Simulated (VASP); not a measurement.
V: single point with BLYP

The system is V.

```xyz
2
Lattice="-3.2409 3.2401 1.2464 3.2401 -3.2409 1.2464 1.8099 1.8099 -1.2478" Properties=species:S:1:pos:R:3 pbc="T T T"
V     5.0500   -1.4310   -0.0014
V    -0.7157    2.5248    0.6225
```

```yaml
Program: VASP 6.6.1
Task: single point
Functional: BLYP
Potentials_or_basis: VASP PAW PBE potentials, release 64 (V_sv)
Cutoff: 520 eV
k_mesh: 16 × 16 × 14
Occupations: fermi-dirac, width 0.1 eV
Spin: no spin polarisation
```

```yaml
Pressure: -5.6 GPa
Band_gap_on_the_k_mesh: zero (bands 13 and 14 overlap by 2.03 eV)
```

Stress tensor (GPa, compression positive):
```
-5.70 -0.30  0.02
-0.30 -5.70  0.02
 0.02  0.02 -5.52
```

Levels at points of the mesh, in eV from the Fermi level:
| k point | band 10 | band 11 | band 12 | band 13 | band 14 | band 15 | band 16 | band 17 |
| --- | --- | --- | --- | --- | --- | --- | --- | --- |
| (0.00, 0.00, 0.00) | -3.00 | -0.73 | -0.71 | 0.59 | 0.60 | 0.73 | 1.67 | 1.67 |
| (0.50, 0.00, 0.00) | -2.62 | -1.99 | -0.42 | 0.35 | 0.84 | 1.78 | 2.19 | 2.85 |
| (0.50, 0.50, 0.00) | -4.48 | -0.74 | -0.73 | -0.34 | -0.34 | 1.41 | 1.41 | 1.79 |
| (0.00, 0.00, 0.50) | -2.37 | -1.34 | -1.34 | -0.97 | -0.97 | 2.47 | 2.47 | 3.13 |
| (0.50, 0.00, 0.50) | -2.62 | -1.99 | -0.42 | 0.35 | 0.83 | 1.77 | 2.20 | 2.84 |
| (0.50, 0.50, 0.50) | -3.04 | -1.55 | -1.55 | 1.06 | 1.06 | 2.26 | 2.26 | 3.02 |

It took 11 min on 1 thread of Oxide Virtual Turin-like Processor (shared host), peak memory 0.5 GiB.

Caveat: the cell stands under tension; the PAW data sets were made with another functional, which shifts forces and pressure a little.
